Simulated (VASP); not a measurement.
Mo, 2 atoms in the cell. Symmetry: P6_3/mmc, No. 194, hexagonal system. Conventional cell: a = 2.738 Å, b = 2.738 Å, c = 4.919 Å, α = 90.00°, β = 90.00°, γ = 120.00°. Mo (site symmetry -6m2) has 12 Mo at 2.74 to 2.92 Å within 3.6 Å. 

* Program: VASP 6.6.1
* Task: single point
* Functional: r2SCAN
* Potentials or basis: VASP PAW PBE potentials, release 64 (Mo_sv)
* Cutoff: 520 eV
* k mesh: 7 × 7 × 4
* Occupations: fermi-dirac, width 0.1 eV
* Spin: no spin polarisation
* Dipole correction: no
* Further INCAR settings: ALGO = Normal; EDIFF = 1e-06; NBANDS = 21

Potentials or basis: VASP PAW PBE potentials, release 64 (Mo_sv).

Run with:

```bash
$ cat potpaw_PBE.64/Mo_sv/POTCAR > POTCAR
$ cp INCAR.step1 INCAR
$ mpirun -np 1 vasp_std > vasp.out
$ cp INCAR.step2 INCAR
$ mpirun -np 1 vasp_std > vasp.out
```

Hardware: 1 thread of AMD EPYC 7R13, with other jobs on the host.

**Question.** How long does it take, and how much memory?

**Answer.** Wall time 2.2 min on 1 thread of AMD EPYC 7R13, with other jobs on the host, peak memory 0.12 GiB. Counts: k points 24.
